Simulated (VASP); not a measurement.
# BP (F-43m) in VASP: settings compared, part 2 of 2

VASP 6.6.1. Earlier steps stand in the parts before.

### Step 3. Single point, PBE

INCAR reads:

```
SYSTEM = BP
ALGO = Normal
EDIFF = 1E-7
ENCUT = 520
GGA = PE
ISIF = 2
ISMEAR = 0
LASPH = .TRUE.
LCHARG = .FALSE.
LREAL = .FALSE.
LWAVE = .FALSE.
NBANDS = 11
NELM = 80
PREC = Accurate
SIGMA = 0.022
```

KPOINTS reads:

```
k-points
0
G
  10 10 10
  0 0 0
```

POSCAR reads:

```
BP
1.0
    0.0000000000      2.2690000000      2.2690000000
    2.2690000000      0.0000000000      2.2690000000
    2.2690000000      2.2690000000      0.0000000000
P B
1 1
Direct
    0.7500000000      0.7500000000      0.7500000000
    0.0000000000      0.0000000000      0.0000000000
```

Potentials or basis: VASP PAW PBE potentials, release 64 (P, B).

Run with:

```
$ cat potpaw_PBE.64/P/POTCAR potpaw_PBE.64/B/POTCAR > POTCAR
$ mpirun -np 1 vasp_std > vasp.out
```

Run time: 5.8 s. Hardware: 1 thread of Intel Xeon Platinum 8488C (Sapphire Rapids), shared host; peak memory 0.13 GiB.

Results (log left out):

* Free energy: -12.9305 eV
* Pressure: 0.9 GPa
* Band gap on the k mesh: 1.24 eV, indirect (least direct gap 3.40 eV)

Levels at points of the mesh, in eV from the valence-band top:
| k point | band 1 | band 2 | band 3 | band 4 | band 5 | band 6 | band 7 | band 8 |
| --- | --- | --- | --- | --- | --- | --- | --- | --- |
| (0.00, 0.00, 0.00) | -15.46 | 0.00 | 0.00 | 0.00 | 3.40 | 3.40 | 3.40 | 7.37 |
| (0.50, 0.00, 0.00) | -12.14 | -9.03 | -1.76 | -1.76 | 3.78 | 4.71 | 4.71 | 10.13 |
| (0.50, 0.50, 0.00) | -10.61 | -8.58 | -4.11 | -4.11 | 1.33 | 1.66 | 12.12 | 12.12 |

A k mesh can miss the band edges. Expect the measured gap to be larger: semilocal functionals such as PBE lack the derivative discontinuity.

### Step 4. Single point, PBEsol

INCAR reads:

```
PREC     = Accurate       # precision mode
ENCUT    = 520            # plane-wave cutoff, eV
EDIFF    = 1E-6           # SCF threshold, eV
ISMEAR   = 0              # smearing method
SIGMA    = 0.05           # smearing width, eV
LREAL    = F              # projectors in reciprocal space
LASPH    = T              # aspherical terms in the spheres
NELM     = 80             # most SCF steps
ALGO     = Normal         # electronic algorithm
ISIF     = 2              # what is computed and relaxed
LWAVE    = F              # write WAVECAR
LCHARG   = F              # write CHGCAR
GGA      = PS             # functional
NBANDS   = 11             # bands
```

KPOINTS reads:

```
Automatic mesh
0
Gamma
  10 10 10
```

POSCAR is that of step 3.

Potentials or basis: VASP PAW PBE potentials, release 64 (P, B).

Run with:

```
$ cat potpaw_PBE.64/P/POTCAR potpaw_PBE.64/B/POTCAR > POTCAR
$ mpirun -np 1 vasp_std > vasp.out
```

OUTCAR:

```text
PREC = Accurate
   ENCUT = 520
   EDIFF = 1E-6
   ISMEAR = 0
   LREAL = F
   LASPH = T
   NELM = 80
   ISIF = 2
   GGA = PS

 ion  position               nearest neighbor table
   1  0.750  0.750  0.750-   2 1.97   2 1.97   2 1.97   2 1.97
   2  0.000  0.000  0.000-   1 1.97   1 1.97   1 1.97   1 1.97

  LATTYP: Found a face centered cubic cell.
 ALAT       =     4.5380000000

  Lattice vectors:

 A1 = (   0.0000000000,   2.2690000000,   2.2690000000)
 A2 = (   2.2690000000,   0.0000000000,   2.2690000000)
 A3 = (   2.2690000000,   2.2690000000,   0.0000000000)

Analysis of symmetry for initial positions (statically):
=====================================================================
 Subroutine PRICEL returns:
 Original cell was already a primitive cell.

 Routine SETGRP: Setting up the symmetry group for a
 face centered cubic supercell.

 Subroutine GETGRP returns: Found 24 space group operations
 (whereof 24 operations were pure point group operations)
 out of a pool of 48 trial point group operations.

The static configuration has the point symmetry T_d .

Analysis of symmetry for dynamics (positions and initial velocities):
[... 165 lines left out ...]

 k-point     1 :       0.0000    0.0000    0.0000
  band No.  band energies     occupation
      1      -8.0926      2.00000
      2       7.4055      2.00000
      3       7.4055      2.00000
      4       7.4055      2.00000
      5      10.7623      0.00000
      6      10.7623      0.00000
      7      10.7623      0.00000
      8      14.7483      0.00000
      9      18.6480      0.00000
     10      19.5271      0.00000
     11      19.5271      0.00000
[... 309 lines left out ...]
 k-point    24 :       0.4000    0.3000    0.0000
  band No.  band energies     occupation
      1      -5.1417      2.00000
      2       1.2408      2.00000
      3       3.3161      2.00000
      4       3.8616      2.00000
      5       9.1170      0.00000
      6      10.9020      0.00000
      7      16.8536      0.00000
      8      16.8619      0.00000
      9      21.3378      0.00000
     10      22.6666      0.00000
     11      24.3217      0.00000

 [... further k-points ...]
[... 5 lines left out ...]
  --------------------------------------------------------------------------------------
  -------------------------------------------------------------------------------------
  Total       -0.2710116     -0.2710116     -0.2710116      0.0000000      0.0000000     -0.0000000
  in kB      -18.5851040    -18.5851040    -18.5851040      0.0000000      0.0000000     -0.0000000
  external PRESSURE =     -18.5851040 kB  Pullay stress =       0.0000000 kB

 VOLUME and BASIS-vectors are now :
 -----------------------------------------------------------------------------
  energy-cutoff  :      520.00
  volume of cell :       23.36
      direct lattice vectors                 reciprocal lattice vectors
     0.000000000  2.269000000  2.269000000    -0.220361393  0.220361393  0.220361393
     2.269000000  0.000000000  2.269000000     0.220361393 -0.220361393  0.220361393
     2.269000000  2.269000000  0.000000000     0.220361393  0.220361393 -0.220361393

 POSITION                                       TOTAL-FORCE (eV/Angst)
 -----------------------------------------------------------------------------------
      3.40350      3.40350      3.40350        -0.000000     -0.000000      0.000000
      0.00000      0.00000      0.00000         0.000000      0.000000     -0.000000
 -----------------------------------------------------------------------------------
    total drift:                               -0.000000     -0.000000     -0.000000

  FREE ENERGIE OF THE ION-ELECTRON SYSTEM (eV)
  ---------------------------------------------------
  free  energy   TOTEN  =       -13.6722347290 eV

  energy  without entropy=      -13.6722347290  energy(sigma->0) =      -13.67223473
```

Wall time 5 s (1 thread of Intel Xeon Platinum 8488C (Sapphire Rapids), shared host); peak memory 0.13 GiB.

Results:

| Quantity | Value |
| --- | --- |
| Free energy | -13.6722 eV |
| Pressure | -1.9 GPa |
| Band gap on the k mesh | 1.13 eV, indirect (least direct gap 3.36 eV) |

Levels at points of the mesh, in eV from the valence-band top:
| k point | band 1 | band 2 | band 3 | band 4 | band 5 | band 6 | band 7 | band 8 |
| --- | --- | --- | --- | --- | --- | --- | --- | --- |
| (0.00, 0.00, 0.00) | -15.50 | 0.00 | 0.00 | 0.00 | 3.36 | 3.36 | 3.36 | 7.34 |
| (0.50, 0.00, 0.00) | -12.15 | -9.10 | -1.77 | -1.77 | 3.73 | 4.65 | 4.65 | 9.93 |
| (0.50, 0.50, 0.00) | -10.62 | -8.60 | -4.15 | -4.15 | 1.23 | 1.52 | 12.10 | 12.10 |

Caveat: the PAW data sets were made with another functional, which shifts forces and pressure a little.

### Step 5. Summary

| level | smearing | gap on the mesh (eV) | pressure (GPa) |
| --- | --- | --- | --- |
| PBE | gaussian 0.023 eV | 1.24 | 0.9 |
| PBE | gaussian 0.022 eV | 1.24 | 0.9 |
| PBEsol | gaussian 0.05 eV | 1.13 | -1.9 |

Alike in all rows: task single point; potentials or basis VASP PAW PBE potentials, release 64 (P, B); no spin polarisation; cell as given; k mesh 10 × 10 × 10; cutoff (eV) 520.

On the cell as given the gap runs from 1.13 eV (PBEsol) to 1.24 eV (PBE). The pressure there spans -1.9 GPa (PBEsol) to 0.9 GPa (PBE); a positive pressure means that this level wants a larger cell, a negative one a smaller.

Caveats: the PAW data sets were made with another functional, which shifts forces and pressure a little (some runs).

Total energies depend on the potentials used, so only differences within one code and one set of settings carry meaning.
